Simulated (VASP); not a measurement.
Crystal: KTaO3.

```
Ta K O
1.0
     3.93440    0.00000    0.00000
     0.00000    3.93440    0.00000
     0.00000    0.00000    3.93440
Ta K O
1 1 3
Direct
  0.00000 0.00000 0.00000
  0.50000 0.50000 0.50000
  0.00000 0.00000 0.50000
  0.00000 0.50000 0.00000
  0.50000 0.00000 0.00000
```

Base run:

| Property | Result |
| --- | --- |
| Program | VASP 6.6.1 |
| Functional | PBEsol |
| Potentials or basis | VASP PAW PBE potentials, release 64 (Ta_pv, K_sv, O) |
| Cutoff | 520 eV |
| k mesh | 7 × 7 × 7 |
| Occupations | fermi-dirac, width 0.05 eV |
| Spin | no spin polarisation |

Its results: band gap on the k mesh 2.23 eV (least direct gap 2.77 eV); pressure 9.5 GPa.

Task: The run is repeated on the same cell with these changes: functional from PBEsol to LDA; potentials or basis from VASP PAW PBE potentials, release 64 (Ta_pv, K_sv, O) to VASP PAW LDA potentials, release 64 (Ta_pv, K_sv, O). What comes out?

Result: Band gap on the k mesh 2.16 eV (least direct gap 2.70 eV); pressure 4.4 GPa.

Caveats: the cell stands under pressure; spin-orbit coupling is left out, which moves the levels of the heavy elements; an odd mesh through Γ misses points on the zone boundary, where band edges can lie; the PAW data sets were made with another functional, which shifts forces and pressure a little (at least some runs).
